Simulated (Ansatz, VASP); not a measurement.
**Ca in VASP and in Ansatz**

```
Ca
1.0
     0.00000    2.81271    2.81271
     2.81271    0.00000    2.81271
     2.81271    2.81271    0.00000
Ca
1
Cartesian
  0.0000 0.0000 0.0000
```

Change from the starting cell: volume scaled by 1.02.

Alike in both runs: task single point; functional LDA; k mesh 8 × 8 × 8; occupations fermi-dirac, width 0.05 eV; no spin polarisation.

|  | VASP | Ansatz |
| --- | --- | --- |
| version | VASP 6.6.1 | Ansatz 0.2.0 |
| potentials or method | VASP PAW LDA potentials, release 64 (Ca_sv), cutoff 520 eV | all-electron LAPW, scalar-relativistic |

```tsv
	VASP	Ansatz	Ansatz less VASP
gap on the k mesh at the Fermi level (eV)	none	none	-
pressure (GPa)	-2.4	-2.4	-0.01
```

LDA's correlation is that of Perdew and Zunger in VASP and of Perdew and Wang (1992) in Ansatz. A gap of «none» marks a metal or a gap that the smearing closes. Ansatz ran all-electron here, and VASP with PAW potentials.
